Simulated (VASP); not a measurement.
A run of VASP 6.6.1 is set up as follows.

File INCAR:

```
PREC = Accurate
ENCUT = 500
EDIFF = 1E-6
ISMEAR = 0
SIGMA = 0.01
LREAL = F
LASPH = T
NELM = 120
ALGO = Normal
ISIF = 2
LWAVE = F
LCHARG = T
GGA = PE
LELF = T
LVHAR = T
NBANDS = 11
GGA_COMPAT = F
```

The input KPOINTS:

```
Automatic mesh
0
Gamma
  4 4 4
```

The input POSCAR:

```
BP
1.0
    0.0000000000      2.2690000000      2.2690000000
    2.2690000000      0.0000000000      2.2690000000
    2.2690000000      2.2690000000      0.0000000000
B P
1 1
Direct
    0.0000000000      0.0000000000      0.0000000000
    0.2500000000      0.2500000000      0.2500000000
```

Potentials or basis: VASP PAW PBE potentials, release 64 (B, P).

Run with:

```console
$ cat potpaw_PBE.64/B/POTCAR potpaw_PBE.64/P/POTCAR > POTCAR
$ mpirun -np 1 vasp_std > vasp.out
```

**Question.** Predict the pressure.

**Answer.** 2.0 GPa.

**Question.** Predict the band gap on the k mesh.

**Answer.** 1.31 eV (least direct gap 3.38 eV).

Caveat: the k points lie up to 0.60 Å⁻¹ apart. A k mesh can miss the band edges.
